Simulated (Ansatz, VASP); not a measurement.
# One calculation of F, two programs

```xyz
4
Lattice="3.0313 -1.7782 0.3199 3.0313 1.7782 0.3199 -0.8401 0.0000 6.6968" Properties=species:S:1:pos:R:3 pbc="T T T"
F     4.4662   -0.5838    1.1087
F     1.1763   -0.5838    2.8795
F     0.7562    0.5838    6.2279
F     4.0462    0.5838    4.4571
```

Change from the starting cell: volume 18.287 Å^3 an atom, stretch along a over the lengths across it, relative to the relaxed cell 1.0835.

Alike in both runs: task single point; functional PBE; dispersion D3(BJ); k mesh 8 × 8 × 4; occupations gaussian, width 0.05 eV; no spin polarisation.

|  | VASP | Ansatz |
| --- | --- | --- |
| version | VASP 6.6.1 | Ansatz 0.2.0 |
| potentials or method | VASP PAW PBE potentials, release 64 (F), cutoff 520 eV | scalar-relativistic, plane waves, PAW |
| valence electrons in the cell | 28 | 28 |

VASP gave:

| Item | Value |
| --- | --- |
| gap on the k mesh at the Fermi level (eV) | 3.10 |
| least direct gap on the mesh (eV) | 3.10 |
| pressure (GPa) | 1.0 |
| traceless stress, the component that is largest in VASP (GPa) | 2.31 |
| rms of the force components (eV/Å) | 0.437 |

Q: Which values does Ansatz return?

A: gap on the k mesh at the Fermi level (eV): 3.17; least direct gap on the mesh (eV): 3.17; pressure (GPa): 0.7; traceless stress, the component that is largest in VASP (GPa): 1.17; rms of the force components (eV/Å): 0.212.

Atom by atom the forces differ by 0.225 eV/Å (rms over components).
